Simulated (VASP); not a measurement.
# NaLi2 (P-6m2) in VASP: a series of runs, part 2 of 2

VASP 6.6.1. Earlier steps stand in the parts before.

### 3 Single point, PBE

This run uses another cell than the first one, of 25.75 Å³/atom.

INCAR

```
SYSTEM = NaLi2
ALGO = Fast
EDIFF = 1E-7
ENCUT = 520
GGA = PE
ISIF = 2
ISMEAR = 0
LASPH = .True.
LCHARG = .False.
LREAL = .False.
LWAVE = .False.
NBANDS = 22
NELM = 100
PREC = Accurate
SIGMA = 0.1
```

KPOINTS

```
k-points
0
Gamma
  12 12 4
  0 0 0
```

POSCAR

```
NaLi2
1.0
    3.3315885011      0.0000000028      0.0000000000
   -1.6657942530      2.8852402755      0.0000000000
    0.0000000000      0.0000000000     16.0748100850
Na Li
2 4
Direct
    0.6666666667      0.3333333333      0.3253372700
    0.6666666667      0.3333333333      0.6746627300
    0.0000000000      0.0000000000      0.8509251790
    0.3333333333      0.6666666667      0.0000000000
    0.0000000000      0.0000000000      0.1490748210
    0.0000000000      0.0000000000      0.5000000000
```

Potentials or basis: VASP PAW PBE potentials, release 64 (Na_pv, Li_sv).

The run is started by

```sh
cat potpaw_PBE.64/Na_pv/POTCAR potpaw_PBE.64/Li_sv/POTCAR > POTCAR
mpirun -np 1 vasp_std > vasp.out
```

OUTCAR:

```text
SYSTEM = NaLi2
   EDIFF = 1E-7
   ENCUT = 520
   GGA = PE
   ISIF = 2
   ISMEAR = 0
   LASPH = .True.
   LREAL = .False.
   NELM = 100
   PREC = Accurate

 ion  position               nearest neighbor table
   1  0.667  0.333  0.325-
   2  0.667  0.333  0.675-
   3  0.000  0.000  0.851-
   4  0.333  0.667  0.000-
   5  0.000  0.000  0.149-
   6  0.000  0.000  0.500-

  LATTYP: Found a hexagonal cell.
 ALAT       =     3.3315885011
 C/A-ratio  =     4.8249686537

  Lattice vectors:

 A1 = (   3.3315885011,   0.0000000028,   0.0000000000)
 A2 = (  -1.6657942530,   2.8852402755,   0.0000000000)
 A3 = (   0.0000000000,   0.0000000000,  16.0748100850)

Analysis of symmetry for initial positions (statically):
=====================================================================
 Subroutine PRICEL returns:
 Original cell was already a primitive cell.

 Routine SETGRP: Setting up the symmetry group for a
 hexagonal supercell.

 Subroutine GETGRP returns: Found 12 space group operations
 (whereof 12 operations were pure point group operations)
 out of a pool of 24 trial point group operations.

The static configuration has the point symmetry D_3h.

Analysis of symmetry for dynamics (positions and initial velocities):
=====================================================================
 Subroutine PRICEL returns:
 Original cell was already a primitive cell.

 Routine SETGRP: Setting up the symmetry group for a
 hexagonal supercell.

 Subroutine GETGRP returns: Found 12 space group operations
 (whereof 12 operations were pure point group operations)
 out of a pool of 24 trial point group operations.

The dynamic configuration has the point symmetry D_3h.

 Subroutine INISYM returns: Found 12 space group operations
 (whereof 12 operations are pure point group operations),
 and found     1 'primitive' translations

----------------------------------------------------------------------------------------

                                     Primitive cell

  volume of cell :     154.5180

  direct lattice vectors                    reciprocal lattice vectors
     3.331588501  0.000000003  0.000000000     0.300157117  0.173295793  0.000000000
    -1.665794253  2.885240276  0.000000000    -0.000000000  0.346591585  0.000000000
     0.000000000  0.000000000 16.074810085     0.000000000  0.000000000  0.062209133

  length of vectors
     3.331588501  3.331588501 16.074810085     0.346591585  0.346591585  0.062209133

  position of ions in fractional coordinates (direct lattice)
     0.666666667  0.333333333  0.325337270
     0.666666667  0.333333333  0.674662730
     0.000000000  0.000000000  0.850925179
     0.333333333  0.666666667  0.000000000
     0.000000000  0.000000000  0.149074821
     0.000000000  0.000000000  0.500000000

  ion indices of the primitive-cell ions
   primitive index   ion index
                 1           1
                 2           2
                 3           3
                 4           4
                 5           5
                 6           6

----------------------------------------------------------------------------------------

 KPOINTS: k-points

Automatic generation of k-mesh.
 Grid dimensions read from file:
 generate k-points for:   12   12    4

 Generating k-lattice:

  Cartesian coordinates                     Fractional coordinates (reciprocal lattice)
     0.025013093  0.014441316  0.000000000     0.083333333  0.000000000  0.000000000
    -0.000000000  0.028882632  0.000000000     0.000000000  0.083333333  0.000000000
     0.000000000  0.000000000  0.015552283     0.000000000  0.000000000  0.250000000

  Length of vectors
     0.028882632  0.028882632  0.015552283

  Shift w.r.t. Gamma in fractional coordinates (k-lattice)
     0.000000000  0.000000000  0.000000000

 Subroutine IBZKPT returns following result:
 ===========================================

 Found     57 irreducible k-points:

 Following reciprocal coordinates:
            Coordinates               Weight
  0.000000  0.000000  0.000000      1.000000
  0.083333  0.000000  0.000000      6.000000
  0.166667  0.000000  0.000000      6.000000
  0.250000 -0.000000  0.000000      6.000000
  0.333333  0.000000  0.000000      6.000000
  0.416667 -0.000000  0.000000      6.000000
[... 16 lines left out ...]
  0.250000 -0.000000  0.250000     12.000000
  0.333333  0.000000  0.250000     12.000000
 [... further k-points ...]
   k-points           NKPTS =     57   k-points in BZ     NKDIM =     57   number of bands    NBANDS=     22
   number of dos      NEDOS =    301   number of ions     NIONS =      6
   total plane-waves  NPLWV =  94080
   dimension x,y,z NGX =    28 NGY =   28 NGZ =  120
   dimension x,y,z NGXF=    56 NGYF=   56 NGZF=  240
   ions per type =               2   4
   NGX,Y,Z   is equivalent  to a cutoff of  13.97, 13.97, 12.41 a.u.
   NGXF,Y,Z  is equivalent  to a cutoff of  27.94, 27.94, 24.82 a.u.
 SYSTEM =  NaLi2
   PREC   = accura    normal or accurate (medium, high low for compatibility)
   ISTART =      0    job   : 0-new  1-cont  2-samecut
   ICHARG =      2    charge: 1-file 2-atom 10-const
   ISPIN  =      1    spin polarized calculation?
   LNONCOLLINEAR =      F non collinear calculations
   LSORBIT =      F    spin-orbit coupling
   LASPH  =      T    aspherical Exc in radial PAW
   ENCUT  =  520.0 eV  38.22 Ry    6.18 a.u.   6.19  6.19 29.89*2*pi/ulx,y,z
   NELM   =    100;   NELMIN=  2; NELMDL= -5     # of ELM steps
   EDIFF  = 0.1E-06   stopping-criterion for ELM
   LREAL  =      F    real-space projection
   EDIFFG = 0.1E-05   stopping-criterion for IOM
   NSW    =      0    number of steps for IOM
   IBRION =     -1    ionic relax: 0-MD 1-quasi-New 2-CG
   NFREE  =      0    steps in history (QN), initial steepest desc. (CG)
   ISIF   =      2    stress and relaxation
   ISYM   =      2    0-nonsym 1-usesym 2-fastsym
   POTIM  = 0.5000    time-step for ionic-motion
   TEBEG  =    0.0;   TEEND  =   0.0 temperature during run
   PSTRESS=    0.0 pullay stress
   NELECT =      26.0000    total number of electrons
   NUPDOWN=      -1.0000    fix difference up-down
   EMIN   =  10.00;   EMAX   =-10.00  energy-range for DOS
   EFERMI =   0.00;   METHOD = LEGACY
   ISMEAR =     0;   SIGMA  =   0.10  broadening in eV -4-tet -1-fermi 0-gaus
   EFERMI_NEDOS =   21; number of points for ismear=-14 and -15
   IALGO  =     68    algorithm
   IMIX   =      4    mixing-type and parameters
     AMIX     =   0.40;   BMIX     =  1.00
     AMIX_MAG =   1.60;   BMIX_MAG =  1.00
  volume/ion in A,a.u.               =      25.75       173.79
  Fermi-wavevector in a.u.,A,eV,Ry     =   0.903801  1.707936 11.114007  0.816856
  Thomas-Fermi vector in A             =   2.027171
   LORBIT       =      0    0 simple, 1 ext, 2 COOP (PROOUT), +10 PAW based schemes
   GGA     = PE    functional components
   LHFCALC =     F    Hartree Fock is set to
   AEXX    =    0.0000 exact exchange contribution
   IVDW    =     0    specifies the selected vdW correction
   LEPSILON=     F    determine dielectric tensor
   LRPA    =     F    only Hartree local field effects (RPA)
 non-spin polarized calculation
 RMM-DIIS sequential band-by-band and
 Gauss-broadening in eV      SIGMA  =   0.10
  energy-cutoff  :      520.00
  volume of cell :      154.52
 maximum number of plane-waves:      4188
 NGX is ok and might be reduce to    28
   NGX = 13   NGY = 13   NGZ = 59

 number of electron      25.9999977 magnetization

 Free energy of the ion-electron system (eV)
  ---------------------------------------------------
  ext. energy  EPLUGINS =         0.00000000
  ---------------------------------------------------
  free energy    TOTEN  =        -9.96941842 eV

  energy without entropy =       -9.95640135  energy(sigma->0) =       -9.96290989

 E-fermi :   0.5077     XC(G=0):  -6.8373

 val. band max:        0.4994999578   @ k =   0.2500  -0.0000   0.2500
 cond. band min:       0.5126799166   @ k =   0.1667   0.0000   0.5000
 fundamental gap:      0.0131799588
 Fermi energy:         0.5077192088

 k-point     1 :       0.0000    0.0000    0.0000
  band No.  band energies     occupation
      1     -46.5004      2.00000
      2     -46.3885      2.00000
      3     -46.3883      2.00000
      4     -46.2130      2.00000
      5     -24.1502      2.00000
      6     -24.1502      2.00000
[... 574 lines left out ...]
      6     -24.2024      2.00000
[... 14 lines left out ...]
     21       5.8302      0.00000
     22       6.2950      0.00000

 [... further k-points ...]
[... 5 lines left out ...]
  --------------------------------------------------------------------------------------
  -------------------------------------------------------------------------------------
  Total       -0.0392023     -0.0392023     -0.0668738      0.0000000     -0.0000000     -0.0000000
  in kB       -0.4064831     -0.4064831     -0.6934057      0.0000000     -0.0000000     -0.0000000
  external PRESSURE =      -0.5021240 kB  Pullay stress =       0.0000000 kB

 VOLUME and BASIS-vectors are now :
 -----------------------------------------------------------------------------
  energy-cutoff  :      520.00
  volume of cell :      154.52
      direct lattice vectors                 reciprocal lattice vectors
     3.331588501  0.000000003  0.000000000     0.300157117  0.173295793  0.000000000
    -1.665794253  2.885240276  0.000000000    -0.000000000  0.346591585  0.000000000
     0.000000000  0.000000000 16.074810085     0.000000000  0.000000000  0.062209133

 POSITION                                       TOTAL-FORCE (eV/Angst)
 -----------------------------------------------------------------------------------
      1.66579      0.96175      5.22973        -0.000000      0.000000      0.001148
      1.66579      0.96175     10.84508        -0.000000      0.000000     -0.001148
      0.00000      0.00000     13.67846         0.000000     -0.000000     -0.000340
     -0.00000      1.92349      0.00000        -0.000000      0.000000      0.000000
      0.00000      0.00000      2.39635         0.000000     -0.000000      0.000340
      0.00000      0.00000      8.03741        -0.000000     -0.000000      0.000000
 -----------------------------------------------------------------------------------
    total drift:                               -0.000000      0.000000      0.000000

  FREE ENERGIE OF THE ION-ELECTRON SYSTEM (eV)
  ---------------------------------------------------
  free  energy   TOTEN  =        -9.9694184225 eV

  energy  without entropy=       -9.9564013539  energy(sigma->0) =       -9.96290989
```

OSZICAR:

```text
N       E                     dE             d eps       ncg     rms          rms(c)
DAV:   1     0.184340943713E+03    0.18434E+03   -0.12871E+04  2548   0.117E+03
DAV:   2     0.143178674194E+02   -0.17002E+03   -0.16501E+03  2550   0.331E+02
DAV:   3    -0.565465538707E+01   -0.19973E+02   -0.19728E+02  4290   0.891E+01
[... 42 lines left out ...]
RMM:  46    -0.996941802882E+01   -0.14122E-06   -0.14020E-06  3028   0.427E-03    0.124E-04
RMM:  47    -0.996941813583E+01   -0.10701E-06   -0.13184E-06  3016   0.401E-03    0.193E-04
RMM:  48    -0.996941823575E+01   -0.99915E-07   -0.10525E-06  2936   0.379E-03    0.107E-04
RMM:  49    -0.996941833781E+01   -0.10206E-06   -0.10176E-06  2897   0.359E-03    0.733E-05
RMM:  50    -0.996941842247E+01   -0.84662E-07   -0.81200E-07  2866   0.342E-03
   1 F= -.99694184E+01 E0= -.99629099E+01  d E =-.130171E-01
```

stdout:

```text
POSCAR found type information on POSCAR NaLi
 POSCAR found :  2 types and       6 ions
[... 34 lines left out ...]
 num prob  num prob  num prob  num prob  num prob WARNING in EDDRMM: call to ZHEGV failed, returncode =   8  4     12
 num prob  num prob  num prob  num prob  num prob RMM:  48    -0.996941823575E+01   -0.99915E-07   -0.10525E-06  2936   0.379E-03    0.107E-04
 num prob  num prob  num prob  num prob  num prob  num prob  num prob  num prob  num prob  num prob  num prob  num prob  num prob  num prob  num prob RMM:  49    -0.996941833781E+01   -0.10206E-06   -0.10176E-06  2897   0.359E-03    0.733E-05
 num prob  num prob  num prob  num prob  num prob  num prob  num prob WARNING in EDDRMM: call to ZHEGV failed, returncode =   8  4     11
 num prob  num prob  num prob  num prob WARNING in EDDRMM: call to ZHEGV failed, returncode =   8  4     15
```

Wall time 14 min (1 thread of Intel Xeon Platinum 8259CL at 2.50GHz (Skylake/Cascade Lake), shared host); peak memory 0.37 GiB.

Results:

* Free energy: -9.9694 eV
* Band gap on the k mesh: zero (bands 13 and 14 overlap by 3.89 eV)

Levels at points of the mesh, in eV from the Fermi level:
| k point | band 11 | band 12 | band 13 | band 14 | band 15 | band 16 |
| --- | --- | --- | --- | --- | --- | --- |
| (0.00, 0.00, 0.00) | -3.50 | -3.06 | -2.90 | -1.52 | -1.42 | 0.35 |
| (0.50, 0.00, 0.00) | -0.09 | 0.30 | 0.42 | 0.72 | 1.10 | 1.23 |
| (0.00, 0.00, 0.50) | -3.42 | -3.32 | -2.48 | -2.20 | -0.44 | -0.42 |
| (0.50, 0.00, 0.50) | -0.06 | 0.16 | 0.62 | 0.64 | 1.04 | 1.31 |

Caveat: the cutoff is under 1.25 times the usual one of these potentials, so pressure, stress and relaxed cells hold a basis-set (Pulay) error.

### 4 Relaxation of cell and atoms, PBE

INCAR

```
SYSTEM = NaLi2
  PREC = Accurate
  ENCUT = 600
  EDIFF = 1E-6
  ISMEAR = 0
  SIGMA = 0.1
  LREAL = .FALSE.
  LASPH = .TRUE.
  NELM = 80
  ALGO = Fast
  ISIF = 3
  LWAVE = .FALSE.
  LCHARG = .FALSE.
  GGA = PE
  IBRION = 2
  NSW = 100
  EDIFFG = -0.01
```

KPOINTS

```
regular mesh
0
G
  12 12 4
  0 0 0
```

POSCAR

```
NaLi2
1.0
    3.4442912900      0.0000000000      0.0000000000
   -1.7221456500      2.9828437600      0.0000000000
    0.0000000000      0.0000000000     15.5587719300
Na Li
2 4
Direct
    0.6666666700      0.3333333300      0.3235049500
    0.6666666700      0.3333333300      0.6764950500
    0.0000000000      0.0000000000      0.8529901000
    0.3333333300      0.6666666700      0.0000000000
    0.0000000000      0.0000000000      0.1470099000
    0.0000000000      0.0000000000      0.5000000000
```

The run is started by

```sh
cat potpaw_PBE.64/Na_pv/POTCAR potpaw_PBE.64/Li_sv/POTCAR > POTCAR
mpirun -np 1 vasp_std > vasp.out
```

Run time: 64 min. Hardware: 1 thread of Intel Xeon Platinum 8259CL at 2.50GHz (Skylake/Cascade Lake), shared host; peak memory 0.43 GiB.

Results (log left out):

| Item | Value |
| --- | --- |
| Free energy | -9.9709 eV |
| Relaxed volume | 25.66 Å³/atom |
| Relaxed cell | a = 3.331 Å, b = 3.331 Å, c = 16.023 Å, α = 90.00°, β = 90.00°, γ = 120.00° |
| Space group after relaxing (to 0.1 Å) | P-6m2 (No. 187) |
| Energy gained by relaxing | 5.8 meV/atom |
| Ionic steps | 12 |
| Pressure after relaxing | 0.0 GPa |
| Largest force after relaxing | 0.010 eV/Å |
| Band gap on the k mesh | zero (bands 13 and 14 overlap by 3.88 eV) |

Forces on the atoms (eV/Å):
```
Na   0.000  0.000  0.009
Na   0.000  0.000 -0.009
Li   0.000  0.000 -0.010
Li   0.000  0.000  0.000
Li   0.000  0.000  0.010
Li   0.000  0.000  0.000
```

Step by step:
| step | energy change (eV) | largest force (eV/Å) | pressure (GPa) | volume (Å³) |
| --- | --- | --- | --- | --- |
| 1 | 0.0000 | 0.0249 | -0.41 | 159.85 |
| 2 | -0.0101 | 0.0251 | -0.32 | 158.26 |
| 3 | -0.0289 | 0.0232 | -0.02 | 153.63 |
| 4 | -0.0103 | 0.0169 | 0.72 | 144.44 |
| 5 | -0.0317 | 0.0199 | 0.21 | 151.21 |
| 6 | -0.0336 | 0.0178 | 0.09 | 152.13 |
| 7 | -0.0345 | 0.0147 | 0.02 | 153.19 |
| 8 | -0.0345 | 0.0139 | -0.01 | 153.52 |
| 9 | -0.0345 | 0.0138 | 0.02 | 153.47 |
| 10 | -0.0346 | 0.0126 | 0.00 | 153.60 |
| 11 | -0.0346 | 0.0118 | -0.02 | 153.73 |
| 12 | -0.0347 | 0.0099 | -0.04 | 153.98 |

Final structure:
```
CELL_PARAMETERS angstrom
3.33123 0.00000 0.00000
-1.66561 2.88493 0.00000
0.00000 0.00000 16.02261
ATOMIC_POSITIONS crystal
Na 0.66667 0.33333 0.32431
Na 0.66667 0.33333 0.67569
Li 0.00000 0.00000 0.85185
Li 0.33333 0.66667 0.00000
Li 0.00000 0.00000 0.14815
Li 0.00000 0.00000 0.50000
```

Levels at points of the mesh, in eV from the Fermi level:
| k point | band 10 | band 11 | band 12 | band 13 | band 14 | band 15 | band 16 | band 17 |
| --- | --- | --- | --- | --- | --- | --- | --- | --- |
| (0.00, 0.00, 0.00) | -24.65 | -3.50 | -3.07 | -2.91 | -1.51 | -1.42 | 0.37 | 1.99 |
| (0.50, 0.00, 0.00) | -24.64 | -0.11 | 0.30 | 0.41 | 0.71 | 1.11 | 1.23 | 2.67 |
| (0.00, 0.00, 0.50) | -24.65 | -3.42 | -3.33 | -2.48 | -2.20 | -0.42 | -0.41 | 2.72 |
| (0.50, 0.00, 0.50) | -24.64 | -0.08 | 0.16 | 0.62 | 0.63 | 1.04 | 1.31 | 2.48 |

Caveat: the cutoff is under 1.25 times the usual one of these potentials, so pressure, stress and relaxed cells hold a basis-set (Pulay) error.

### 5 The runs side by side

| task | cell | k mesh | cutoff (eV) | gap on the mesh (eV) | largest force (eV/Å) |
| --- | --- | --- | --- | --- | --- |
| single point | a = 3.444, b = 3.444, c = 15.559 Å, angles 90.0, 90.0, 120.0°, 6 atoms, atomic positions A | 6 × 6 × 1 | 520 | none | 0.04 |
| single point | a = 3.332, b = 3.332, c = 16.075 Å, angles 90.0, 90.0, 120.0°, 6 atoms, atomic positions B | 12 × 12 × 4 | 520 | none | - |
| relaxation of cell and atoms | relaxed from a = 3.444, b = 3.444, c = 15.559 Å, angles 90.0, 90.0, 120.0°, 6 atoms, atomic positions A | 12 × 12 × 4 | 600 | none | 0.01 |

Alike in all rows: level PBE; potentials or basis VASP PAW PBE potentials, release 64 (Na_pv, Li_sv); no spin polarisation; smearing gaussian 0.1 eV.

Caveats: some runs use coarse meshes; the cutoff is under 1.25 times the usual one of these potentials, so pressure, stress and relaxed cells hold a basis-set (Pulay) error.

Total energies depend on the potentials used, so only differences within one code and one set of settings carry meaning.
